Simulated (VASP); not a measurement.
# HfSi27C26 (a cell with a defect) in VASP: electric field gradients with PBE

Aim: the electric field gradients of HfSi27C26 (a cell with a defect) with PBE.

All numbers are computed with VASP 6.6.1; they aren't measurements. Logs are shortened: lines on timing, memory, paths and dates and some standing lists are left out, and cuts for length are marked.

### 1 The cell of the first run

The cell holds a defect, 54 atoms: a = 9.245 Å, b = 9.245 Å, c = 9.245 Å, α = 60.00°, β = 60.00°, γ = 60.00°.

### 2 Electric field gradients, PBE

File INCAR:

```
SYSTEM = HfSi27C26
ALGO = Normal
EDIFF = 1E-8
ENCUT = 520
GGA = PE
ISIF = 2
ISMEAR = -1
LASPH = .TRUE.
LCHARG = .FALSE.
LEFG = .TRUE.
LREAL = Auto
LWAVE = .FALSE.
NBANDS = 144
NELM = 60
PREC = Accurate
SIGMA = 0.01
```

File KPOINTS:

```
k-points
0
G
  3 3 3
  0 0 0
```

File POSCAR:

```
HfSi27C26
1.0
    0.0000000000      6.5370000000      6.5370000000
    6.5370000000      0.0000000000      6.5370000000
    6.5370000000      6.5370000000      0.0000000000
Si Hf C
27 1 26
Direct
    0.0000000000      0.0000000000      0.0000000000
    0.0000000000      0.0000000000      0.3333333333
    0.0000000000      0.0000000000      0.6666666667
    0.0000000000      0.3333333333      0.0000000000
    0.0000000000      0.3333333333      0.3333333333
    0.0000000000      0.3333333333      0.6666666667
    0.0000000000      0.6666666667      0.0000000000
    0.0000000000      0.6666666667      0.3333333333
    0.0000000000      0.6666666667      0.6666666667
    0.3333333333      0.0000000000      0.0000000000
    0.3333333333      0.0000000000      0.3333333333
    0.3333333333      0.0000000000      0.6666666667
    0.3333333333      0.3333333333      0.0000000000
    0.3333333333      0.3333333333      0.3333333333
    0.3333333333      0.3333333333      0.6666666667
    0.3333333333      0.6666666667      0.0000000000
    0.3333333333      0.6666666667      0.3333333333
    0.3333333333      0.6666666667      0.6666666667
    0.6666666667      0.0000000000      0.0000000000
    0.6666666667      0.0000000000      0.3333333333
    0.6666666667      0.0000000000      0.6666666667
    0.6666666667      0.3333333333      0.0000000000
    0.6666666667      0.3333333333      0.3333333333
    0.6666666667      0.3333333333      0.6666666667
    0.6666666667      0.6666666667      0.0000000000
    0.6666666667      0.6666666667      0.3333333333
    0.6666666667      0.6666666667      0.6666666667
    0.0833333333      0.0833333333      0.0833333333
    0.0833333333      0.0833333333      0.4166666667
    0.0833333333      0.0833333333      0.7500000000
    0.0833333333      0.4166666667      0.0833333333
    0.0833333333      0.4166666667      0.4166666667
    0.0833333333      0.4166666667      0.7500000000
    0.0833333333      0.7500000000      0.0833333333
    0.0833333333      0.7500000000      0.4166666667
    0.0833333333      0.7500000000      0.7500000000
    0.4166666667      0.0833333333      0.0833333333
    0.4166666667      0.0833333333      0.4166666667
    0.4166666667      0.0833333333      0.7500000000
    0.4166666667      0.4166666667      0.0833333333
    0.4166666667      0.4166666667      0.4166666667
    0.4166666667      0.4166666667      0.7500000000
    0.4166666667      0.7500000000      0.0833333333
    0.4166666667      0.7500000000      0.4166666667
    0.4166666667      0.7500000000      0.7500000000
    0.7500000000      0.0833333333      0.0833333333
    0.7500000000      0.0833333333      0.4166666667
    0.7500000000      0.0833333333      0.7500000000
    0.7500000000      0.4166666667      0.0833333333
    0.7500000000      0.4166666667      0.4166666667
    0.7500000000      0.4166666667      0.7500000000
    0.7500000000      0.7500000000      0.0833333333
    0.7500000000      0.7500000000      0.4166666667
    0.7500000000      0.7500000000      0.7500000000
```

Potentials or basis: VASP PAW PBE potentials, release 64 (Si, Hf_pv, C).

On the command line:

```console
> cat potpaw_PBE.64/Si/POTCAR potpaw_PBE.64/Hf_pv/POTCAR potpaw_PBE.64/C/POTCAR > POTCAR
> mpirun -np 1 vasp_std > vasp.out
```

OUTCAR:

```text
SYSTEM = HfSi27C26
   EDIFF = 1E-8
   ENCUT = 520
   GGA = PE
   ISIF = 2
   ISMEAR = -1
   LASPH = .TRUE.
   LREAL = Auto
   NELM = 60
   PREC = Accurate

 ion  position               nearest neighbor table
   1  0.000  0.000  0.000-  28 1.89  30 1.89  34 1.89  46 1.89   7 3.08   8 3.08  10 3.08  12 3.08
                            16 3.08  19 3.08  20 3.08  22 3.08   2 3.08   3 3.08   4 3.08   6 3.08
   2  0.000  0.000  0.333-  28 1.89  29 1.89  35 1.89  47 1.89  10 3.08  11 3.08  17 3.08  20 3.08
                            23 3.08   1 3.08   4 3.08   5 3.08   8 3.08  21 3.08   9 3.08   3 3.08
   3  0.000  0.000  0.667-  30 1.89  29 1.89  36 1.89  48 1.89  12 3.08  18 3.08  19 3.08  21 3.08
                            24 3.08   1 3.08   6 3.08   7 3.08   9 3.08  11 3.08   5 3.08   2 3.08
   4  0.000  0.333  0.000-  28 1.89  31 1.89  33 1.89  49 1.89  10 3.08  13 3.08  15 3.08  22 3.08
                            23 3.08   1 3.08   2 3.08   5 3.08   6 3.08   9 3.08  25 3.08   7 3.08
   5  0.000  0.333  0.333-  29 1.89  31 1.89  50 1.89  32 1.89  14 3.08  23 3.08   2 3.08   4 3.08
                            11 3.08  13 3.08   3 3.08   7 3.08  24 3.08  26 3.08   6 3.08   8 3.08
   6  0.000  0.333  0.667-  30 1.89  32 1.89  33 1.89  51 1.89  15 3.08  22 3.08  24 3.08   1 3.08
                             3 3.08   4 3.08  12 3.08  14 3.08  27 3.08   8 3.08   9 3.08   5 3.08
   7  0.000  0.667  0.000-  34 1.89  31 1.89  36 1.89  52 1.89  16 3.08  18 3.08  19 3.08  25 3.08
                            26 3.08   1 3.08   3 3.08   8 3.08   9 3.08  13 3.08   5 3.08   4 3.08
   8  0.000  0.667  0.333-  32 1.89  34 1.89  35 1.89  53 1.89  17 3.08  20 3.08  26 3.08   1 3.08
                             2 3.08   7 3.08  16 3.08  14 3.08  27 3.08   5 3.08   9 3.08   6 3.08
   9  0.000  0.667  0.667-  36 1.89  35 1.89  33 1.89  54 1.89  25 3.08  27 3.08   3 3.08   7 3.08
[... 62 lines left out ...]
  53  0.750  0.750  0.417-   8 1.89  20 1.89  26 1.89  27 1.89
  54  0.750  0.750  0.750-  27 1.89  21 1.89  25 1.89   9 1.89

  LATTYP: Found a face centered cubic cell.
 ALAT       =    13.0740000000

  Lattice vectors:

 A1 = (   0.0000000000,   6.5370000000,   6.5370000000)
 A2 = (   6.5370000000,   0.0000000000,   6.5370000000)
 A3 = (   6.5370000000,   6.5370000000,   0.0000000000)

Analysis of symmetry for initial positions (statically):
=====================================================================
 Subroutine PRICEL returns:
 Original cell was already a primitive cell.

 Routine SETGRP: Setting up the symmetry group for a
 face centered cubic supercell.

 Subroutine GETGRP returns: Found 24 space group operations
 (whereof  6 operations were pure point group operations)
 out of a pool of 48 trial point group operations.

The static configuration has the point symmetry C_3v.
 The point group associated with its full space group is T_d .

[... 763 lines left out ...]
  in kB      168.4924548    168.4924548    168.4924548      0.0000000     -0.0000000      0.0000000
  external PRESSURE =     168.4924548 kB  Pullay stress =       0.0000000 kB

 VOLUME and BASIS-vectors are now :
 -----------------------------------------------------------------------------
  energy-cutoff  :      520.00
  volume of cell :      558.68
      direct lattice vectors                 reciprocal lattice vectors
     0.000000000  6.537000000  6.537000000    -0.076487685  0.076487685  0.076487685
     6.537000000  0.000000000  6.537000000     0.076487685 -0.076487685  0.076487685
     6.537000000  6.537000000  0.000000000     0.076487685  0.076487685 -0.076487685

 POSITION                                       TOTAL-FORCE (eV/Angst)
 -----------------------------------------------------------------------------------
      0.00000      0.00000      0.00000        -9.835818     -9.835818     -9.835818
      2.17900      2.17900      0.00000         9.835818      9.835818     -9.835818
      4.35800      4.35800      0.00000        -0.000000      0.000000     -0.427727
      2.17900      0.00000      2.17900         9.835818     -9.835818      9.835818
      4.35800      2.17900      2.17900         0.078362     -0.041909     -0.041909
      6.53700      4.35800      2.17900         0.041909     -0.078362     -0.041909
[... 46 lines left out ...]
      7.62650      7.62650      9.80550        -0.000000      0.000000      0.075263
      9.80550      9.80550      9.80550         0.016153      0.016153      0.016153
 -----------------------------------------------------------------------------------
    total drift:                               -0.000002     -0.000002     -0.000002

  FREE ENERGIE OF THE ION-ELECTRON SYSTEM (eV)
  ---------------------------------------------------
  free  energy   TOTEN  =      -380.0567237708 eV

  energy  without entropy=     -380.0485079448  energy(sigma->0) =     -380.05261586

 Electric field gradients (V/A^2)
---------------------------------------------------------------------
 ion       V_xx      V_yy      V_zz      V_xy      V_xz      V_yz
---------------------------------------------------------------------
   1      -0.000    -0.000     0.000   -10.392   -10.392   -10.392
   2       0.000     0.000    -0.000   -10.392    10.392    10.392
   3       3.907     3.907    -7.814     7.837    -0.000    -0.000
   4       0.000    -0.000     0.000    10.392   -10.392    10.392
   5       0.454    -0.227    -0.227     0.641     0.641    -0.987
   6      -0.227     0.454    -0.227     0.641     0.987    -0.641
[... 46 lines left out ...]
  53      -0.085    -0.085     0.169    -0.070     0.000     0.000
  54       0.000     0.000    -0.000    -0.300    -0.300    -0.300
---------------------------------------------------------------------

 Electric field gradients after diagonalization (V/A^2)
 (convention: |V_zz| > |V_xx| > |V_yy|)
----------------------------------------------------------------------
 ion       V_xx      V_yy      V_zz     asymmetry (V_yy - V_xx)/ V_zz
----------------------------------------------------------------------
   1      10.392    10.392   -20.785       0.000
   2      10.392    10.392   -20.785       0.000
   3      -7.814    -3.930    11.745       0.331
   4      10.392    10.392   -20.785       0.000
   5       0.852     0.760    -1.612       0.057
   6       0.852     0.760    -1.612       0.057
[... 46 lines left out ...]
  53      -0.155    -0.015     0.169       0.827
  54       0.300     0.300    -0.601       0.000
----------------------------------------------------------------------

           NMR quadrupolar parameters

 Cq : quadrupolar parameter    Cq=e*Q*V_zz/h
 eta: asymmetry parameters     (V_yy - V_xx)/ V_zz
 Q  : nuclear electric quadrupole moment in mb (millibarn)
----------------------------------------------------------------------
 ion       Cq(MHz)       eta       Q (mb)
----------------------------------------------------------------------
   1      -0.050       0.000       1.000
   2      -0.050       0.000       1.000
   3       0.028       0.331       1.000
   4      -0.050       0.000       1.000
   5      -0.004       0.057       1.000
   6      -0.004       0.057       1.000
[... 46 lines left out ...]
  53       0.000       0.827       1.000
  54      -0.001       0.000       1.000
----------------------------------------------------------------------
```

Run time: 32 min. Hardware: 1 thread of Intel Xeon 8259CL, shared host; peak memory 0.81 GiB.

What came out:

```
Free energy                             : -380.0567 eV
Pressure                                : 16.8 GPa
Largest force                           : 17.036 eV/Å
Band gap on the k mesh                  : zero (bands 111 and 112 overlap by 0.67 eV)
Largest electric field gradient by atom : Si -20.8, +11.7, -1.6, +0.0, -0.3 (each value once); Hf -0.0; C +12.2, -0.4, -0.6, +0.2 (each value once) V/Å²
```

Forces on the atoms (eV/Å):
```
Si  -9.836 -9.836 -9.836
Si   9.836  9.836 -9.836
Si   0.000  0.000 -0.428
Si   9.836 -9.836  9.836
Si   0.078 -0.042 -0.042
Si   0.042 -0.078 -0.042
Si   0.000 -0.428  0.000
Si   0.042 -0.042 -0.078
Si   0.428  0.000  0.000
Si  -9.836  9.836  9.836
Si  -0.042  0.078 -0.042
Si  -0.078  0.042 -0.042
Si  -0.042 -0.042  0.078
Si   0.000  0.000  0.000
Si   0.042  0.042  0.078
Si  -0.078 -0.042  0.042
Si   0.042  0.078  0.042
Si   0.014 -0.014 -0.014
Si  -0.428  0.000  0.000
Si  -0.042  0.042 -0.078
Si   0.000  0.428  0.000
Si  -0.042 -0.078  0.042
Si   0.078  0.042  0.042
Si  -0.014  0.014 -0.014
Si   0.000  0.000  0.428
Si  -0.014 -0.014  0.014
Si   0.014  0.014  0.014
Hf   0.000  0.000  0.000
C    0.332  0.332  0.456
C   -0.332 -0.332  0.456
C    0.332  0.456  0.332
C   -0.029  0.029  0.029
C   -0.456 -0.332  0.332
C   -0.332  0.456 -0.332
C   -0.456  0.332 -0.332
C    0.016 -0.016 -0.016
C    0.456  0.332  0.332
C    0.029 -0.029  0.029
C   -0.332 -0.456  0.332
C    0.029  0.029 -0.029
C   -0.029 -0.029 -0.029
C    0.000  0.000 -0.075
C   -0.332  0.332 -0.456
C    0.000 -0.075  0.000
C    0.075  0.000  0.000
C    0.456 -0.332 -0.332
C    0.332 -0.456 -0.332
C   -0.016  0.016 -0.016
C    0.332 -0.332 -0.456
C   -0.075  0.000  0.000
C    0.000  0.075  0.000
C   -0.016 -0.016  0.016
C    0.000  0.000  0.075
C    0.016  0.016  0.016
```

Levels at points of the mesh, in eV from the Fermi level:
```tsv
k point	band 107	band 108	band 109	band 110	band 111	band 112	band 113	band 114	band 115	band 116
(0.00, 0.00, 0.00)	-0.98	-0.98	-0.71	-0.71	-0.66	-0.66	-0.66	1.81	1.81	1.81
```

Electric field gradients, principal values (V/Å²):
| atom | least | middle | greatest (by size) |
| --- | --- | --- | --- |
| 1 Si | 10.392 | 10.392 | -20.785 |
| 2 Si | 10.392 | 10.392 | -20.785 |
| 3 Si | -3.930 | -7.814 | 11.745 |
| 4 Si | 10.392 | 10.392 | -20.785 |
| 5 Si | 0.760 | 0.852 | -1.612 |
| 6 Si | 0.760 | 0.852 | -1.612 |
| 7 Si | -3.930 | -7.814 | 11.745 |
| 8 Si | 0.760 | 0.852 | -1.612 |
| 9 Si | -3.930 | -7.814 | 11.745 |
| 10 Si | 10.392 | 10.392 | -20.785 |
| 11 Si | 0.760 | 0.852 | -1.612 |
| 12 Si | 0.760 | 0.852 | -1.612 |
| 13 Si | 0.760 | 0.852 | -1.612 |
| 14 Si | 0.000 | 0.000 | 0.000 |
| 15 Si | 0.760 | 0.852 | -1.612 |
| 16 Si | 0.760 | 0.852 | -1.612 |
| 17 Si | 0.760 | 0.852 | -1.612 |
| 18 Si | 0.156 | 0.156 | -0.313 |
| 19 Si | -3.930 | -7.814 | 11.745 |
| 20 Si | 0.760 | 0.852 | -1.612 |
| 21 Si | -3.930 | -7.814 | 11.745 |
| 22 Si | 0.760 | 0.852 | -1.612 |
| 23 Si | 0.760 | 0.852 | -1.612 |
| 24 Si | 0.156 | 0.156 | -0.313 |
| 25 Si | -3.930 | -7.814 | 11.745 |
| 26 Si | 0.156 | 0.156 | -0.313 |
| 27 Si | 0.156 | 0.156 | -0.313 |
| 28 Hf | 0.000 | 0.000 | -0.001 |
| 29 C | -5.564 | -6.618 | 12.183 |
| 30 C | -5.564 | -6.618 | 12.182 |
| 31 C | -5.564 | -6.618 | 12.183 |
| 32 C | 0.178 | 0.179 | -0.357 |
| 33 C | -5.564 | -6.618 | 12.182 |
| 34 C | -5.564 | -6.618 | 12.182 |
| 35 C | -5.564 | -6.618 | 12.182 |
| 36 C | 0.300 | 0.302 | -0.602 |
| 37 C | -5.564 | -6.618 | 12.183 |
| 38 C | 0.178 | 0.179 | -0.357 |
| 39 C | -5.564 | -6.618 | 12.182 |
| 40 C | 0.178 | 0.179 | -0.357 |
| 41 C | 0.178 | 0.178 | -0.356 |
| 42 C | -0.014 | -0.155 | 0.169 |
| 43 C | -5.564 | -6.618 | 12.182 |
| 44 C | -0.014 | -0.155 | 0.169 |
| 45 C | -0.015 | -0.155 | 0.169 |
| 46 C | -5.564 | -6.618 | 12.182 |
| 47 C | -5.564 | -6.618 | 12.182 |
| 48 C | 0.300 | 0.302 | -0.602 |
| 49 C | -5.564 | -6.618 | 12.182 |
| 50 C | -0.014 | -0.155 | 0.169 |
| 51 C | -0.015 | -0.155 | 0.169 |
| 52 C | 0.300 | 0.302 | -0.602 |
| 53 C | -0.015 | -0.155 | 0.169 |
| 54 C | 0.300 | 0.300 | -0.601 |

Caveat: without QUAD_EFG the Cq values of the log hold for a quadrupole moment of 1 mb, not for the nuclei; spin-orbit coupling is left out, which moves the levels of the heavy elements.
